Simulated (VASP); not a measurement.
# B2Cl (P4_2/mnm) in VASP: single point with PBE

Aim: the single point of B2Cl with PBE.

All numbers are computed with VASP 6.6.1; they aren't measurements. Logs are shortened: lines on timing, memory, paths and dates and some standing lists are left out, and cuts for length are marked.

**1. The cell of the first run**

Symmetry: P4_2/mnm, No. 136, tetragonal system. The conventional cell has a = 5.346 Å, b = 5.346 Å, c = 2.907 Å, α = 90.00°, β = 90.00°, γ = 90.00°. B (site symmetry m2m) has 3 Cl at 2.09 to 2.23 Å within 2.8 Å. Within 2.8 Å of Cl (site symmetry mmm) lie 6 B at 2.09 to 2.23 Å.

**2. Single point, PBE**

Input file INCAR:

```
SYSTEM = B2Cl
  PREC = Accurate
  ENCUT = 520
  EDIFF = 1E-6
  ISMEAR = 0
  SIGMA = 0.1
  LREAL = .False.
  LASPH = .True.
  NELM = 100
  ALGO = Normal
  ISIF = 2
  LWAVE = .False.
  LCHARG = .True.
  GGA = PE
  LELF = .True.
  LVHAR = .True.
  NBANDS = 22
```

Input file KPOINTS:

```
regular mesh
0
Gamma
  8 8 14
  0 0 0
```

Input file POSCAR:

```
B2Cl
1.0
    5.3464521045      0.0000000000      0.0000000000
    0.0000000000      5.3464521045      0.0000000000
    0.0000000000      0.0000000000      2.9074090987
B Cl
4 2
Direct
    0.2768772990      0.2768772990      0.0000000000
    0.2231227010      0.7768772990      0.5000000000
    0.7231227010      0.7231227010      0.0000000000
    0.7768772990      0.2231227010      0.5000000000
    0.0000000000      0.0000000000      0.0000000000
    0.5000000000      0.5000000000      0.5000000000
```

Potentials or basis: VASP PAW PBE potentials, release 64 (B, Cl).

Command:

```console
$ cat potpaw_PBE.64/B/POTCAR potpaw_PBE.64/Cl/POTCAR > POTCAR
$ mpirun -np 1 vasp_std > vasp.out
```

OUTCAR:

```text
SYSTEM = B2Cl
   PREC = Accurate
   ENCUT = 520
   EDIFF = 1E-6
   ISMEAR = 0
   LREAL = .False.
   LASPH = .True.
   NELM = 100
   ISIF = 2
   GGA = PE

 ion  position               nearest neighbor table
   1  0.277  0.277  0.000-   5 2.09   6 2.23   6 2.23
   2  0.223  0.777  0.500-   6 2.09   5 2.23   5 2.23
   3  0.723  0.723  0.000-   5 2.09   6 2.23   6 2.23
   4  0.777  0.223  0.500-   6 2.09   5 2.23   5 2.23
   5  0.000  0.000  0.000-   1 2.09   3 2.09   2 2.23   4 2.23   2 2.23   4 2.23
   6  0.500  0.500  0.500-   2 2.09   4 2.09   3 2.23   1 2.23   1 2.23   3 2.23

  LATTYP: Found a simple tetragonal cell.
 ALAT       =     5.3464521045
 C/A-ratio  =     0.5438015794

  Lattice vectors:

 A1 = (   5.3464521045,   0.0000000000,   0.0000000000)
 A2 = (   0.0000000000,   5.3464521045,   0.0000000000)
 A3 = (   0.0000000000,   0.0000000000,   2.9074090987)

Analysis of symmetry for initial positions (statically):
=====================================================================
 Subroutine PRICEL returns:
 Original cell was already a primitive cell.

 Routine SETGRP: Setting up the symmetry group for a
 simple tetragonal supercell.

 Subroutine GETGRP returns: Found 16 space group operations
 (whereof  8 operations were pure point group operations)
 out of a pool of 16 trial point group operations.

The static configuration has the point symmetry D_2h.
 The point group associated with its full space group is D_4h.

Analysis of symmetry for dynamics (positions and initial velocities):
=====================================================================
 Subroutine PRICEL returns:
 Original cell was already a primitive cell.

 Routine SETGRP: Setting up the symmetry group for a
 simple tetragonal supercell.

 Subroutine GETGRP returns: Found 16 space group operations
 (whereof  8 operations were pure point group operations)
 out of a pool of 16 trial point group operations.

The dynamic configuration has the point symmetry D_2h.
 The point group associated with its full space group is D_4h.

 Subroutine INISYM returns: Found 16 space group operations
 (whereof  8 operations are pure point group operations),
 and found     1 'primitive' translations

----------------------------------------------------------------------------------------
[... 101 lines left out ...]
   EDIFF  = 0.1E-05   stopping-criterion for ELM
   LREAL  =      F    real-space projection
   EDIFFG = 0.1E-04   stopping-criterion for IOM
   NSW    =      0    number of steps for IOM
   IBRION =     -1    ionic relax: 0-MD 1-quasi-New 2-CG
   NFREE  =      0    steps in history (QN), initial steepest desc. (CG)
   ISIF   =      2    stress and relaxation
   ISYM   =      2    0-nonsym 1-usesym 2-fastsym
   POTIM  = 0.5000    time-step for ionic-motion
   TEBEG  =    0.0;   TEEND  =   0.0 temperature during run
   PSTRESS=    0.0 pullay stress
   NELECT =      26.0000    total number of electrons
   NUPDOWN=      -1.0000    fix difference up-down
   EMIN   =  10.00;   EMAX   =-10.00  energy-range for DOS
   EFERMI =   0.00;   METHOD = LEGACY
   ISMEAR =     0;   SIGMA  =   0.10  broadening in eV -4-tet -1-fermi 0-gaus
   EFERMI_NEDOS =   21; number of points for ismear=-14 and -15
   IALGO  =     38    algorithm
   IMIX   =      4    mixing-type and parameters
     AMIX     =   0.40;   BMIX     =  1.00
     AMIX_MAG =   1.60;   BMIX_MAG =  1.00
  volume/ion in A,a.u.               =      13.85        93.47
  Fermi-wavevector in a.u.,A,eV,Ry     =   1.111357  2.100160 16.804740  1.235114
  Thomas-Fermi vector in A             =   2.247919
   LORBIT       =      0    0 simple, 1 ext, 2 COOP (PROOUT), +10 PAW based schemes
   GGA     = PE    functional components
   LHFCALC =     F    Hartree Fock is set to
   AEXX    =    0.0000 exact exchange contribution
   IVDW    =     0    specifies the selected vdW correction
   LEPSILON=     F    determine dielectric tensor
   LRPA    =     F    only Hartree local field effects (RPA)
 non-spin polarized calculation
 Gauss-broadening in eV      SIGMA  =   0.10
  energy-cutoff  :      520.00
  volume of cell :       83.11
 maximum number of plane-waves:      2266
 NGX is ok and might be reduce to    40
   NGX = 19   NGY = 19   NGZ = 11

 number of electron      25.9999998 magnetization

 Free energy of the ion-electron system (eV)
  ---------------------------------------------------
  ext. energy  EPLUGINS =         0.00000000
  ---------------------------------------------------
  free energy    TOTEN  =       -13.97951488 eV

  energy without entropy =      -13.96244685  energy(sigma->0) =      -13.97098087

 E-fermi :   4.8369     XC(G=0): -10.1151

 val. band max:        4.8366685997   @ k =   0.1250   0.1250   0.1429
 cond. band min:       4.8519310506   @ k =   0.5000   0.5000   0.5000
 fundamental gap:      0.0152624509
 Fermi energy:         4.8369086089

 k-point     1 :       0.0000    0.0000    0.0000
  band No.  band energies     occupation
      1     -14.8639      2.00000
      2     -14.3988      2.00000
      3      -5.4904      2.00000
      4      -5.4904      2.00000
      5      -3.4577      2.00000
      6      -3.4577      2.00000
[... 589 lines left out ...]
     21       9.4206      0.00000
     22       9.4206      0.00000

 [... further k-points ...]

------------------------ aborting loop because EDIFF is reached ----------------------------------------

  FORCE on cell =-STRESS in cart. coord.  units (eV):
  Direction    XX          YY          ZZ          XY          YZ          ZX
  --------------------------------------------------------------------------------------
  -------------------------------------------------------------------------------------
  Total        0.2539031      0.2539031      0.1331797      0.0000000      0.0000000      0.0000000
  in kB        4.8948690      4.8948690      2.5675047      0.0000000      0.0000000      0.0000000
  external PRESSURE =       4.1190809 kB  Pullay stress =       0.0000000 kB

 VOLUME and BASIS-vectors are now :
 -----------------------------------------------------------------------------
  energy-cutoff  :      520.00
  volume of cell :       83.11
      direct lattice vectors                 reciprocal lattice vectors
     5.346452104  0.000000000  0.000000000     0.187039925  0.000000000  0.000000000
     0.000000000  5.346452104  0.000000000     0.000000000  0.187039925  0.000000000
     0.000000000  0.000000000  2.907409099     0.000000000  0.000000000  0.343948845

 POSITION                                       TOTAL-FORCE (eV/Angst)
 -----------------------------------------------------------------------------------
      1.48031      1.48031      0.00000        -0.005012     -0.005012      0.000000
      1.19291      4.15354      1.45370         0.005012     -0.005012      0.000000
      3.86614      3.86614      0.00000         0.005012      0.005012      0.000000
      4.15354      1.19291      1.45370        -0.005012      0.005012      0.000000
      0.00000      0.00000      0.00000        -0.000000      0.000000      0.000000
      2.67323      2.67323      1.45370        -0.000000      0.000000      0.000000
 -----------------------------------------------------------------------------------
    total drift:                                0.000000     -0.000000     -0.000000

  FREE ENERGIE OF THE ION-ELECTRON SYSTEM (eV)
  ---------------------------------------------------
  free  energy   TOTEN  =       -13.9795148840 eV

  energy  without entropy=      -13.9624468496  energy(sigma->0) =      -13.97098087
```

Run time: 62 s. Hardware: 1 thread of Intel Xeon Platinum 8559C (Emerald Rapids), shared host; peak memory 0.29 GiB.

Results:

- Free energy: -13.9795 eV
- Pressure: 0.4 GPa
- Largest force: 0.007 eV/Å
- Band gap on the k mesh: zero (band 13 reaches 6.64 eV, above the bottom of band 14 at 3.77 eV)

Forces on the atoms (eV/Å):
```
B   -0.005 -0.005  0.000
B    0.005 -0.005  0.000
B    0.005  0.005  0.000
B   -0.005  0.005  0.000
Cl   0.000  0.000  0.000
Cl   0.000  0.000  0.000
```

Stress tensor (GPa, compression positive):
```
0.49 0.00 0.00
0.00 0.49 0.00
0.00 0.00 0.26
```
